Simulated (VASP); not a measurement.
# TiAl (Fm-3m) in VASP: single point with LDA

Aim: the single point of TiAl with LDA.

Everything below comes from runs of VASP 6.6.1. Logs are shortened: lines on timing, memory, paths and dates and some standing lists are left out, and cuts for length are marked.

### 1 The cell of the first run

Symmetry: Fm-3m, No. 225, cubic system. The conventional cell has a = 5.046 Å, b = 5.046 Å, c = 5.046 Å, α = 90.00°, β = 90.00°, γ = 90.00°. Within 3.3 Å of Ti (site symmetry m-3m) lie 6 Al at 2.52 Å. Al (site symmetry m-3m) has 6 Ti at 2.52 Å within 3.3 Å.

### 2 Single point, LDA

Contents of INCAR:

```
ALGO = Normal
EDIFF = 1E-6
ENCUT = 520
GGA = CA
ISIF = 2
ISMEAR = 0
LASPH = True
LCHARG = False
LREAL = False
LWAVE = False
NBANDS = 14
NELM = 100
PREC = Accurate
SIGMA = 0.15
```

Contents of KPOINTS:

```
k-points
0
Gamma
  16 16 16
```

Contents of POSCAR:

```
TiAl
1.0
    3.3642996919      0.8410749230      0.8410749230
    0.8410749230      3.3642996919      0.8410749230
    0.8410749230      0.8410749230      3.3642996919
Ti Al
1 1
Direct
    0.0000000000      0.0000000000      0.0000000000
    0.5000000000      0.5000000000      0.5000000000
```

Potentials or basis: VASP PAW LDA potentials, release 64 (Ti_sv, Al).

Command:

```
$ cat potpaw_LDA.64/Ti_sv/POTCAR potpaw_LDA.64/Al/POTCAR > POTCAR
$ mpirun -np 1 vasp_std > vasp.out
```

OUTCAR:

```text
EDIFF = 1E-6
   ENCUT = 520
   GGA = CA
   ISIF = 2
   ISMEAR = 0
   LASPH = True
   LREAL = False
   NELM = 100
   PREC = Accurate

 ion  position               nearest neighbor table
   1  0.000  0.000  0.000-   2 2.52   2 2.52   2 2.52   2 2.52   2 2.52   2 2.52
   2  0.500  0.500  0.500-   1 2.52   1 2.52   1 2.52   1 2.52   1 2.52   1 2.52

  LATTYP: Found a face centered cubic cell.
 ALAT       =     5.0464495379

  Lattice vectors:

 A1 = (   3.3642996919,   0.8410749230,   0.8410749230)
 A2 = (   0.8410749230,   3.3642996919,   0.8410749230)
 A3 = (   0.8410749230,   0.8410749230,   3.3642996919)

Analysis of symmetry for initial positions (statically):
=====================================================================
 Subroutine PRICEL returns:
 Original cell was already a primitive cell.

 Routine SETGRP: Setting up the symmetry group for a
 face centered cubic supercell.

 Subroutine GETGRP returns: Found 48 space group operations
 (whereof 48 operations were pure point group operations)
 out of a pool of 48 trial point group operations.

The static configuration has the point symmetry O_h .

Analysis of symmetry for dynamics (positions and initial velocities):
=====================================================================
 Subroutine PRICEL returns:
 Original cell was already a primitive cell.

 Routine SETGRP: Setting up the symmetry group for a
 face centered cubic supercell.

 Subroutine GETGRP returns: Found 48 space group operations
 (whereof 48 operations were pure point group operations)
 out of a pool of 48 trial point group operations.

The dynamic configuration has the point symmetry O_h .

 Subroutine INISYM returns: Found 48 space group operations
 (whereof 48 operations are pure point group operations),
 and found     1 'primitive' translations

----------------------------------------------------------------------------------------

                                     Primitive cell

  volume of cell :      32.1290

  direct lattice vectors                    reciprocal lattice vectors
     3.364299692  0.841074923  0.841074923     0.330265200 -0.066053040 -0.066053040
     0.841074923  3.364299692  0.841074923    -0.066053040  0.330265200 -0.066053040
     0.841074923  0.841074923  3.364299692    -0.066053040 -0.066053040  0.330265200

  length of vectors
     3.568378689  3.568378689  3.568378689     0.343221664  0.343221664  0.343221664

  position of ions in fractional coordinates (direct lattice)
     0.000000000  0.000000000  0.000000000
     0.500000000  0.500000000  0.500000000

  ion indices of the primitive-cell ions
   primitive index   ion index
                 1           1
                 2           2

----------------------------------------------------------------------------------------

 KPOINTS: k-points

Automatic generation of k-mesh.
 Grid dimensions read from file:
 generate k-points for:   16   16   16

 Generating k-lattice:

  Cartesian coordinates                     Fractional coordinates (reciprocal lattice)
     0.020641575 -0.004128315 -0.004128315     0.062500000  0.000000000  0.000000000
    -0.004128315  0.020641575 -0.004128315     0.000000000  0.062500000  0.000000000
    -0.004128315 -0.004128315  0.020641575     0.000000000  0.000000000  0.062500000

  Length of vectors
     0.021451354  0.021451354  0.021451354

  Shift w.r.t. Gamma in fractional coordinates (k-lattice)
     0.000000000  0.000000000  0.000000000

 Subroutine IBZKPT returns following result:
 ===========================================

 Found    145 irreducible k-points:

 Following reciprocal coordinates:
            Coordinates               Weight
  0.000000  0.000000  0.000000      1.000000
  0.062500  0.000000  0.000000      8.000000
  0.125000  0.000000  0.000000      8.000000
  0.187500 -0.000000 -0.000000      8.000000
  0.250000  0.000000  0.000000      8.000000
  0.312500 -0.000000 -0.000000      8.000000
[... 16 lines left out ...]
 -0.125000  0.062500 -0.000000     24.000000
 -0.062500  0.062500  0.000000     12.000000
 [... further k-points ...]
   k-points           NKPTS =    145   k-points in BZ     NKDIM =    145   number of bands    NBANDS=     14
   number of dos      NEDOS =    301   number of ions     NIONS =      2
   total plane-waves  NPLWV =  21952
   dimension x,y,z NGX =    28 NGY =   28 NGZ =   28
   dimension x,y,z NGXF=    56 NGYF=   56 NGZF=   56
   ions per type =               1   1
   NGX,Y,Z   is equivalent  to a cutoff of  13.04, 13.04, 13.04 a.u.
   NGXF,Y,Z  is equivalent  to a cutoff of  26.09, 26.09, 26.09 a.u.
 SYSTEM =  unknown system
   PREC   = accura    normal or accurate (medium, high low for compatibility)
   ISTART =      0    job   : 0-new  1-cont  2-samecut
   ICHARG =      2    charge: 1-file 2-atom 10-const
   ISPIN  =      1    spin polarized calculation?
   LNONCOLLINEAR =      F non collinear calculations
   LSORBIT =      F    spin-orbit coupling
   LASPH  =      T    aspherical Exc in radial PAW
   ENCUT  =  520.0 eV  38.22 Ry    6.18 a.u.   6.63  6.63  6.63*2*pi/ulx,y,z
   NELM   =    100;   NELMIN=  2; NELMDL= -5     # of ELM steps
   EDIFF  = 0.1E-05   stopping-criterion for ELM
   LREAL  =      F    real-space projection
   EDIFFG = 0.1E-04   stopping-criterion for IOM
   NSW    =      0    number of steps for IOM
   IBRION =     -1    ionic relax: 0-MD 1-quasi-New 2-CG
   NFREE  =      0    steps in history (QN), initial steepest desc. (CG)
   ISIF   =      2    stress and relaxation
   ISYM   =      2    0-nonsym 1-usesym 2-fastsym
   POTIM  = 0.5000    time-step for ionic-motion
   TEBEG  =    0.0;   TEEND  =   0.0 temperature during run
   PSTRESS=    0.0 pullay stress
   NELECT =      15.0000    total number of electrons
   NUPDOWN=      -1.0000    fix difference up-down
   EMIN   =  10.00;   EMAX   =-10.00  energy-range for DOS
   EFERMI =   0.00;   METHOD = LEGACY
   ISMEAR =     0;   SIGMA  =   0.15  broadening in eV -4-tet -1-fermi 0-gaus
   EFERMI_NEDOS =   21; number of points for ismear=-14 and -15
   IALGO  =     38    algorithm
   IMIX   =      4    mixing-type and parameters
     AMIX     =   0.40;   BMIX     =  1.00
     AMIX_MAG =   1.60;   BMIX_MAG =  1.00
  volume/ion in A,a.u.               =      16.06       108.41
  Fermi-wavevector in a.u.,A,eV,Ry     =   1.270007  2.399964 21.945065  1.612917
  Thomas-Fermi vector in A             =   2.403017
   LORBIT       =      0    0 simple, 1 ext, 2 COOP (PROOUT), +10 PAW based schemes
   GGA     = CA    functional components
   LHFCALC =     F    Hartree Fock is set to
   AEXX    =    0.0000 exact exchange contribution
   IVDW    =     0    specifies the selected vdW correction
   LEPSILON=     F    determine dielectric tensor
   LRPA    =     F    only Hartree local field effects (RPA)
 non-spin polarized calculation
 Gauss-broadening in eV      SIGMA  =   0.15
  energy-cutoff  :      520.00
  volume of cell :       32.13
 maximum number of plane-waves:       893
   NGX = 13   NGY = 13   NGZ = 13

 number of electron      15.0000001 magnetization

 Free energy of the ion-electron system (eV)
  ---------------------------------------------------
  ext. energy  EPLUGINS =         0.00000000
  ---------------------------------------------------
  free energy    TOTEN  =       -12.19434548 eV

  energy without entropy =      -12.17010512  energy(sigma->0) =      -12.18222530

 E-fermi :   7.7618     XC(G=0): -11.2451

 val. band max:        7.7614789036   @ k =  -0.3750   0.4375   0.1250
 cond. band min:       7.7716205704   @ k =   0.1250   0.0000   0.0000
 fundamental gap:      0.0101416668
 Fermi energy:         7.7617898259

 k-point     1 :       0.0000    0.0000    0.0000
  band No.  band energies     occupation
      1     -47.8091      2.00000
      2     -24.4652      2.00000
      3     -24.4652      2.00000
      4     -24.4652      2.00000
      5      -0.5410      2.00000
      6       8.1171      0.00081
      7       8.1171      0.00081
      8       8.1171      0.00081
      9       8.6093      0.00000
     10       8.6093      0.00000
     11      14.3075      0.00000
     12      14.3075      0.00000
     13      14.3075      0.00000
     14      17.9644      0.00000

 k-point     2 :       0.0625    0.0000    0.0000
  band No.  band energies     occupation
      1     -47.8087      2.00000
      2     -24.4695      2.00000
      3     -24.4658      2.00000
      4     -24.4658      2.00000
      5      -0.4658      2.00000
      6       8.0292      0.01171
      7       8.1395      0.00037
      8       8.1395      0.00037
      9       8.5668      0.00000
     10       8.5668      0.00000
     11      14.0873      0.00000
     12      14.4177      0.00000
     13      14.4177      0.00000
     14      17.8741      0.00000

 k-point     3 :       0.1250    0.0000    0.0000
  band No.  band energies     occupation
      1     -47.8075      2.00000
      2     -24.4818      2.00000
      3     -24.4676      2.00000
      4     -24.4676      2.00000
      5      -0.2423      2.00000
      6       7.7716      0.92615
      7       8.1314      0.00049
      8       8.1314      0.00049
      9       8.5346      0.00000
     10       8.5346      0.00000
     11      13.5307      0.00000
     12      14.7163      0.00000
     13      14.7163      0.00000
     14      17.6172      0.00000
[... 324 lines left out ...]
 k-point    23 :      -0.1250    0.0625   -0.0000
  band No.  band energies     occupation
      1     -47.8066      2.00000
      2     -24.4893      2.00000
      3     -24.4716      2.00000
      4     -24.4678      2.00000
      5      -0.0710      2.00000
      6       7.6290      1.78947
      7       7.9920      0.02998
      8       8.1350      0.00043
      9       8.3992      0.00000
     10       8.7198      0.00000
     11      13.3729      0.00000
     12      14.3112      0.00000
     13      15.2795      0.00000
     14      17.5559      0.00000

 k-point    24 :      -0.0625    0.0625    0.0000
  band No.  band energies     occupation
      1     -47.8080      2.00000
      2     -24.4757      2.00000
      3     -24.4683      2.00000
      4     -24.4662      2.00000
      5      -0.3414      2.00000
      6       7.9097      0.16323
      7       8.1037      0.00126
      8       8.2047      0.00003
      9       8.4089      0.00000
     10       8.6184      0.00000
     11      13.9280      0.00000
     12      14.2244      0.00000
     13      14.7711      0.00000
     14      17.7659      0.00000

 [... further k-points ...]

------------------------ aborting loop because EDIFF is reached ----------------------------------------

  FORCE on cell =-STRESS in cart. coord.  units (eV):
  Direction    XX          YY          ZZ          XY          YZ          ZX
  --------------------------------------------------------------------------------------
  -------------------------------------------------------------------------------------
  Total        1.6545934      1.6545934      1.6545934      0.0000000      0.0000000      0.0000000
  in kB       82.5095171     82.5095171     82.5095171      0.0000000      0.0000000      0.0000000
  external PRESSURE =      82.5095171 kB  Pullay stress =       0.0000000 kB

 VOLUME and BASIS-vectors are now :
 -----------------------------------------------------------------------------
  energy-cutoff  :      520.00
  volume of cell :       32.13
      direct lattice vectors                 reciprocal lattice vectors
     3.364299692  0.841074923  0.841074923     0.330265200 -0.066053040 -0.066053040
     0.841074923  3.364299692  0.841074923    -0.066053040  0.330265200 -0.066053040
     0.841074923  0.841074923  3.364299692    -0.066053040 -0.066053040  0.330265200

 POSITION                                       TOTAL-FORCE (eV/Angst)
 -----------------------------------------------------------------------------------
      0.00000      0.00000      0.00000        -0.000000      0.000000      0.000000
      2.52322      2.52322      2.52322         0.000000     -0.000000      0.000000
 -----------------------------------------------------------------------------------
    total drift:                                0.000000     -0.000000     -0.000000

  FREE ENERGIE OF THE ION-ELECTRON SYSTEM (eV)
  ---------------------------------------------------
  free  energy   TOTEN  =       -12.1943454783 eV

  energy  without entropy=      -12.1701051187  energy(sigma->0) =      -12.18222530
```

Run time: 70 s. Hardware: 1 thread of Intel Xeon 8259CL, shared host; peak memory 0.19 GiB.

What came out:

```yaml
Free_energy: -12.1943 eV
Pressure: 8.3 GPa
Band_gap_on_the_k_mesh: zero (an odd number of electrons rules out a gap without spin polarisation)
```

Caveat: the cell stands under pressure.
